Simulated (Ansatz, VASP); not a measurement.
# One calculation of K, two programs

The input INCAR:

```
  PREC = Accurate
  ENCUT = 520
  EDIFF = 1E-6
  ISMEAR = 0
  SIGMA = 0.15
  LREAL = False
  LASPH = True
  NELM = 100
  ALGO = Fast
  ISIF = 2
  LWAVE = False
  LCHARG = True
  GGA = PS
  LELF = True
  LVHAR = True
  NBANDS = 10
```

The input KPOINTS:

```
Automatic mesh
0
Gamma
  14 14 14
```

POSCAR

```
K
1.0
   -2.5852750000      2.5852750000      2.6180000000
    2.5852750000     -2.5852750000      2.6180000000
    2.6507250000      2.6507250000     -2.6180000000
K
1
Direct
    0.0000000000      0.0000000000      0.0000000000
```

Input for Ansatz:

```yaml
crystal:
  lattice:
    - [-2.585275, 2.585275, 2.618]
    - [2.585275, -2.585275, 2.618]
    - [2.650725, 2.650725, -2.618]
  atoms:
    - { symbol: K, position: [0.0, 0.0, 0.0] }
basis:
  ecutwfc: 420
kpoints:
  mp_grid: { grid: [14, 14, 14] }
hamiltonian:
  xc: pbesol
scf:
  occupations: { method: gaussian, width: 0.15 }
output:
  forces: true
  stress: true
  eigenvalues: true
```

Change from the starting cell: strain +0.0250 x Voigt [0, 0, 0, 0, 0, 1], atoms carried along.

Alike in both runs: task single point; functional PBEsol; k mesh 14 × 14 × 14; occupations gaussian, width 0.15 eV; no spin polarisation.

|  | VASP | Ansatz |
| --- | --- | --- |
| version | VASP 6.6.1 | Ansatz 0.2.0 |
| potentials or method | VASP PAW PBE potentials, release 64 (K_sv), cutoff 520 eV | scalar-relativistic, plane waves, PAW |
| valence electrons in the cell | 9 | 9 |

```tsv
	VASP	Ansatz	Ansatz less VASP
gap on the k mesh at the Fermi level (eV)	none	none	-
pressure (GPa)	0.0	0.0	+0.01
traceless stress, the component that is largest in VASP (GPa)	-0.07	-0.07	0.000
```

VASP's potentials were made for PBE, not for PBEsol. A gap of «none» marks a metal or a gap that the smearing closes.
